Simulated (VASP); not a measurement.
# SrTa2O2 (I4/mmm) in VASP: notebook

The runs below take SrTa2O2 through relaxation of cell and atoms, single point, with PBE.

All numbers are computed with VASP 6.6.1; they aren't measurements. Logs are shortened: lines on timing, memory, paths and dates and some standing lists are left out, and cuts for length are marked.

### Step 1. The cell of the first run

Symmetry: I4/mmm, No. 139, tetragonal system. Conventional cell: a = 6.095 Å, b = 6.095 Å, c = 5.647 Å, α = 90.00°, β = 90.00°, γ = 90.00°. Sr (site symmetry 4/mmm) has 2 O at 2.15 Å within 2.8 Å. Within 3.8 Å of Ta (site symmetry mmm) lie 2 Ta at 2.82 Å and 2 Sr at 3.05 Å and 8 O at 3.12 to 3.73 Å. O (site symmetry 4mm) has 1 O at 1.35 Å within 1.8 Å.

The cell was generated, and may not be a known phase.

### Step 2. Relaxation of cell and atoms, PBE

Input file INCAR:

```
PREC     = Accurate       # precision mode
ENCUT    = 600            # plane-wave cutoff, eV
EDIFF    = 1E-7           # SCF threshold, eV
ISMEAR   = 0              # smearing method
SIGMA    = 0.1            # smearing width, eV
LREAL    = False          # projectors in reciprocal space
LASPH    = True           # aspherical terms in the spheres
NELM     = 60             # most SCF steps
ALGO     = Normal         # electronic algorithm
ISIF     = 3              # what is computed and relaxed
LWAVE    = False          # write WAVECAR
LCHARG   = False          # write CHGCAR
GGA      = PE             # functional
IBRION   = 2              # ionic algorithm
NSW      = 100            # ionic steps
EDIFFG   = -0.01          # ionic threshold
```

Input file KPOINTS:

```
regular mesh
0
Gamma
  10 10 10
```

Input file POSCAR:

```
SrTa2O2
1.0
   -3.0476625520      3.0476625520      2.8236976522
    3.0476625520     -3.0476625520      2.8236976522
    3.0476625520      3.0476625520     -2.8236976522
Sr Ta O
1 2 2
Direct
    0.0000000000      0.0000000000      0.0000000000
    0.5000000000      0.0000000000      0.5000000000
    0.0000000000      0.5000000000      0.5000000000
    0.6197094381      0.6197094381      0.0000000000
    0.3802905619      0.3802905619      0.0000000000
```

Potentials or basis: VASP PAW PBE potentials, release 64 (Sr_sv, Ta_pv, O).

Command:

```
$ cat potpaw_PBE.64/Sr_sv/POTCAR potpaw_PBE.64/Ta_pv/POTCAR potpaw_PBE.64/O/POTCAR > POTCAR
$ mpirun -np 1 vasp_std > vasp.out
```

OUTCAR:

```text
PREC = Accurate
   ENCUT = 600
   EDIFF = 1E-7
   ISMEAR = 0
   LREAL = False
   LASPH = True
   NELM = 60
   ISIF = 3
   GGA = PE
   IBRION = 2
   NSW = 100
   EDIFFG = -0.01

 ion  position               nearest neighbor table
   1  0.000  0.000  0.000-   4 2.15   5 2.15   2 3.05   3 3.05   3 3.05   2 3.05   4 3.50   5 3.50
                             3 4.15   3 4.15   3 4.15   2 4.15   2 4.15   2 4.15   2 4.15   3 4.15
   2  0.500  0.000  0.500-   3 2.82   3 2.82   1 3.05   1 3.05   1 4.15   1 4.15   1 4.15   1 4.15

   3  0.000  0.500  0.500-   2 2.82   2 2.82   1 3.05   1 3.05   1 4.15   1 4.15   1 4.15   1 4.15

   4  0.620  0.620  0.000-   5 1.35   1 2.15   1 3.50
   5  0.380  0.380  0.000-   4 1.35   1 2.15   1 3.50

  LATTYP: Found a body centered tetragonal cell.
 ALAT       =     6.0953251040
 C/A-ratio  =     0.9265125663

  Lattice vectors:

 A1 = (  -3.0476625520,   3.0476625520,   2.8236976522)
 A2 = (   3.0476625520,  -3.0476625520,   2.8236976522)
 A3 = (   3.0476625520,   3.0476625520,  -2.8236976522)

Analysis of symmetry for initial positions (statically):
=====================================================================
 Subroutine PRICEL returns:
 Original cell was already a primitive cell.

 Routine SETGRP: Setting up the symmetry group for a
 body centered tetragonal supercell.

 Subroutine GETGRP returns: Found 16 space group operations
 (whereof 16 operations were pure point group operations)
 out of a pool of 16 trial point group operations.

The static configuration has the point symmetry D_4h.

Analysis of symmetry for dynamics (positions and initial velocities):
=====================================================================
 Subroutine PRICEL returns:
 Original cell was already a primitive cell.

 Routine SETGRP: Setting up the symmetry group for a
 body centered tetragonal supercell.

 Subroutine GETGRP returns: Found 16 space group operations
 (whereof 16 operations were pure point group operations)
 out of a pool of 16 trial point group operations.

The dynamic configuration has the point symmetry D_4h.

 Subroutine INISYM returns: Found 16 space group operations
 (whereof 16 operations are pure point group operations),
 and found     1 'primitive' translations

----------------------------------------------------------------------------------------

                                     Primitive cell

  volume of cell :     104.9088

  direct lattice vectors                    reciprocal lattice vectors
    -3.047662552  3.047662552  2.823697652     0.000000000  0.164060158  0.177072782
     3.047662552 -3.047662552  2.823697652     0.164060158  0.000000000  0.177072782
     3.047662552  3.047662552 -2.823697652     0.164060158  0.164060158  0.000000000

  length of vectors
     5.152646164  5.152646164  5.152646164     0.241392845  0.241392845  0.232016101

  position of ions in fractional coordinates (direct lattice)
     0.000000000  0.000000000  0.000000000
     0.500000000  0.000000000  0.500000000
     0.000000000  0.500000000  0.500000000
     0.619709438  0.619709438  0.000000000
     0.380290562  0.380290562  0.000000000

  ion indices of the primitive-cell ions
   primitive index   ion index
                 1           1
                 2           2
                 3           3
                 4           4
                 5           5

----------------------------------------------------------------------------------------

 KPOINTS: regular mesh

Automatic generation of k-mesh.
 Grid dimensions read from file:
 generate k-points for:   10   10   10

 Generating k-lattice:

  Cartesian coordinates                     Fractional coordinates (reciprocal lattice)
     0.000000000  0.016406016  0.017707278     0.100000000  0.000000000  0.000000000
     0.016406016  0.000000000  0.017707278     0.000000000  0.100000000  0.000000000
     0.016406016  0.016406016  0.000000000     0.000000000  0.000000000  0.100000000

  Length of vectors
     0.024139285  0.024139285  0.023201610

  Shift w.r.t. Gamma in fractional coordinates (k-lattice)
     0.000000000  0.000000000  0.000000000

 Subroutine IBZKPT returns following result:
 ===========================================

 Found    102 irreducible k-points:

 Following reciprocal coordinates:
            Coordinates               Weight
  0.000000  0.000000  0.000000      1.000000
  0.100000  0.000000 -0.000000      8.000000
  0.200000  0.000000 -0.000000      8.000000
  0.300000 -0.000000  0.000000      8.000000
  0.400000  0.000000  0.000000      8.000000
  0.500000 -0.000000  0.000000      4.000000
[... 16 lines left out ...]
  0.300000  0.300000  0.000000      8.000000
  0.400000  0.300000  0.000000     16.000000
 [... further k-points ...]
   k-points           NKPTS =    102   k-points in BZ     NKDIM =    102   number of bands    NBANDS=     26
   number of dos      NEDOS =    301   number of ions     NIONS =      5
   total plane-waves  NPLWV =  74088
   dimension x,y,z NGX =    42 NGY =   42 NGZ =   42
   dimension x,y,z NGXF=    84 NGYF=   84 NGZF=   84
   ions per type =               1   2   2
   NGX,Y,Z   is equivalent  to a cutoff of  13.55, 13.55, 13.55 a.u.
   NGXF,Y,Z  is equivalent  to a cutoff of  27.10, 27.10, 27.10 a.u.
 SYSTEM =  unknown system
   PREC   = accura    normal or accurate (medium, high low for compatibility)
   ISTART =      0    job   : 0-new  1-cont  2-samecut
   ICHARG =      2    charge: 1-file 2-atom 10-const
   ISPIN  =      1    spin polarized calculation?
   LNONCOLLINEAR =      F non collinear calculations
   LSORBIT =      F    spin-orbit coupling
   LASPH  =      T    aspherical Exc in radial PAW
   ENCUT  =  600.0 eV  44.10 Ry    6.64 a.u.  10.29 10.29 10.29*2*pi/ulx,y,z
   NELM   =     60;   NELMIN=  2; NELMDL= -5     # of ELM steps
   EDIFF  = 0.1E-06   stopping-criterion for ELM
   LREAL  =      F    real-space projection
   EDIFFG = -.1E-01   stopping-criterion for IOM
   NSW    =    100    number of steps for IOM
   IBRION =      2    ionic relax: 0-MD 1-quasi-New 2-CG
   NFREE  =      1    steps in history (QN), initial steepest desc. (CG)
   ISIF   =      3    stress and relaxation
   ISYM   =      2    0-nonsym 1-usesym 2-fastsym
   POTIM  = 0.5000    time-step for ionic-motion
   TEBEG  =    0.0;   TEEND  =   0.0 temperature during run
   PSTRESS=    0.0 pullay stress
   NELECT =      44.0000    total number of electrons
   NUPDOWN=      -1.0000    fix difference up-down
   EMIN   =  10.00;   EMAX   =-10.00  energy-range for DOS
   EFERMI =   0.00;   METHOD = LEGACY
   ISMEAR =     0;   SIGMA  =   0.10  broadening in eV -4-tet -1-fermi 0-gaus
   EFERMI_NEDOS =   21; number of points for ismear=-14 and -15
   IALGO  =     38    algorithm
   IMIX   =      4    mixing-type and parameters
     AMIX     =   0.40;   BMIX     =  1.00
     AMIX_MAG =   1.60;   BMIX_MAG =  1.00
  volume/ion in A,a.u.               =      20.98       141.59
  Fermi-wavevector in a.u.,A,eV,Ry     =   1.225430  2.315726 20.431570  1.501678
  Thomas-Fermi vector in A             =   2.360468
   LORBIT       =      0    0 simple, 1 ext, 2 COOP (PROOUT), +10 PAW based schemes
   GGA     = PE    functional components
   LHFCALC =     F    Hartree Fock is set to
   AEXX    =    0.0000 exact exchange contribution
   IVDW    =     0    specifies the selected vdW correction
   LEPSILON=     F    determine dielectric tensor
   LRPA    =     F    only Hartree local field effects (RPA)
 conjugate gradient relaxation of ions
 non-spin polarized calculation
 Gauss-broadening in eV      SIGMA  =   0.10
  energy-cutoff  :      600.00
  volume of cell :      104.91
 maximum number of plane-waves:      3519
 NGX is ok and might be reduce to    42
   NGX = 21   NGY = 21   NGZ = 21

--------------------------------------- Ionic step        1  -------------------------------------------

 number of electron      43.9999995 magnetization

 Free energy of the ion-electron system (eV)
  ---------------------------------------------------
  ext. energy  EPLUGINS =         0.00000000
  ---------------------------------------------------
  free energy    TOTEN  =       -28.30480191 eV

  energy without entropy =      -28.26128274  energy(sigma->0) =      -28.28304233

------------------------ aborting loop because EDIFF is reached ----------------------------------------

  FORCE on cell =-STRESS in cart. coord.  units (eV):
  Direction    XX          YY          ZZ          XY          YZ          ZX
  --------------------------------------------------------------------------------------
  -------------------------------------------------------------------------------------
  Total        0.2067278      0.2067278      0.3496151      0.0000000      0.0000000      0.0000000
  in kB        3.1571674      3.1571674      5.3393554      0.0000000      0.0000000      0.0000000
  external PRESSURE =       3.8845634 kB  Pullay stress =       0.0000000 kB
[... 219 lines left out ...]
  energy  without entropy=      -28.2625464330  energy(sigma->0) =      -28.28429204

--------------------------------------- Ionic step        7  -------------------------------------------

 number of electron      43.9999992 magnetization

 Free energy of the ion-electron system (eV)
  ---------------------------------------------------
  ext. energy  EPLUGINS =         0.00000000
  ---------------------------------------------------
  free energy    TOTEN  =       -28.30639396 eV

  energy without entropy =      -28.26380298  energy(sigma->0) =      -28.28509847

 E-fermi :   2.6940     XC(G=0):  -9.9225

 val. band max:        2.6933445229   @ k =   0.3000   0.3000   0.2000
 cond. band min:       2.6941369947   @ k =   0.1000   0.0000  -0.0000
 fundamental gap:      0.0007924718
 Fermi energy:         2.6940145231

 k-point     1 :       0.0000    0.0000    0.0000
  band No.  band energies     occupation
      1     -32.6925      2.00000
      2     -32.6925      2.00000
      3     -32.4613      2.00000
      4     -32.3233      2.00000
      5     -32.3233      2.00000
      6     -31.6192      2.00000
[... 685 lines left out ...]
     25       3.3718      0.00000
     26       3.7023      0.00000

 [... further k-points ...]

------------------------ aborting loop because EDIFF is reached ----------------------------------------

  FORCE on cell =-STRESS in cart. coord.  units (eV):
  Direction    XX          YY          ZZ          XY          YZ          ZX
  --------------------------------------------------------------------------------------
  -------------------------------------------------------------------------------------
  Total       -0.0022235     -0.0022235     -0.0068295      0.0000000      0.0000000     -0.0000000
  in kB       -0.0334522     -0.0334522     -0.1027492      0.0000000      0.0000000     -0.0000000
  external PRESSURE =      -0.0565512 kB  Pullay stress =       0.0000000 kB
[... 20 lines left out ...]
  FREE ENERGIE OF THE ION-ELECTRON SYSTEM (eV)
  ---------------------------------------------------
  free  energy   TOTEN  =       -28.3063939642 eV

  energy  without entropy=      -28.2638029818  energy(sigma->0) =      -28.28509847

 reached required accuracy - stopping structural energy minimisation
```

It took 15 min on 1 thread of Intel Xeon 6975P-C (Granite Rapids), shared host; peak memory 0.51 GiB.

Results:

```
Free energy                           : -28.3064 eV
Relaxed volume                        : 21.30 Å³/atom
Relaxed cell                          : a = 5.180 Å, b = 5.180 Å, c = 5.180 Å, α = 107.27°, β = 107.27°, γ = 113.97°
Space group after relaxing (to 0.1 Å) : I4/mmm (No. 139)
Energy gained by relaxing             : 0.3 meV/atom
Ionic steps                           : 7
Pressure after relaxing               : 0.0 GPa
Band gap on the k mesh                : zero (bands 22 and 23 overlap by 0.47 eV)
```

Forces on the atoms (eV/Å):
```
Sr   0.000  0.000  0.000
Ta   0.000  0.000  0.000
Ta   0.000  0.000  0.000
O    0.000  0.000 -0.002
O    0.000  0.000  0.002
```

Step by step:
```csv
step,energy change (eV),largest force (eV/Å),pressure (GPa),volume (Å³)
1,0.0000,0.1044,0.39,104.91
2,0.0014,0.3427,-0.32,105.68
3,-0.0005,0.0526,0.14,105.17
4,-0.0009,0.0150,0.02,105.57
5,-0.0009,0.0480,-0.04,105.76
6,-0.0012,0.0353,-0.03,105.95
7,-0.0016,0.0021,-0.01,106.49
```

Final structure:
```yaml
crystal:
  lattice:
    - [-3.07135, 3.07135, 2.82230]
    - [3.07135, -3.07135, 2.82230]
    - [3.07135, 3.07135, -2.82230]
  atoms:
    - { symbol: Sr, position: [0.00000, 0.00000, 0.00000] }
    - { symbol: Ta, position: [0.50000, 0.00000, 0.50000] }
    - { symbol: Ta, position: [0.00000, 0.50000, 0.50000] }
    - { symbol: O, position: [0.61990, 0.61990, 0.00000] }
    - { symbol: O, position: [0.38010, 0.38010, 0.00000] }
```

Levels at points of the mesh, in eV from the Fermi level:
```csv
k point,band 18,band 19,band 20,band 21,band 22,band 23,band 24,band 25,band 26
"(0.00, 0.00, 0.00)",-2.85,-1.69,-1.65,-0.69,-0.01,-0.01,0.78,1.44,1.65
"(0.50, 0.00, 0.00)",-1.61,-0.56,-0.41,-0.01,0.01,0.16,0.16,0.41,0.69
"(0.50, 0.50, 0.00)",-1.54,-1.40,-0.95,-0.62,-0.11,0.39,0.78,0.89,1.59
"(0.50, 0.50, 0.50)",-2.08,-1.24,-0.61,-0.16,-0.16,-0.13,0.08,0.91,1.13
```

Caveat: spin-orbit coupling is left out, which moves the levels of the heavy elements.

(Part 1 of 2 ends here.)

The gap in the log of VASP goes by the Fermi energy; the results here count the filled bands.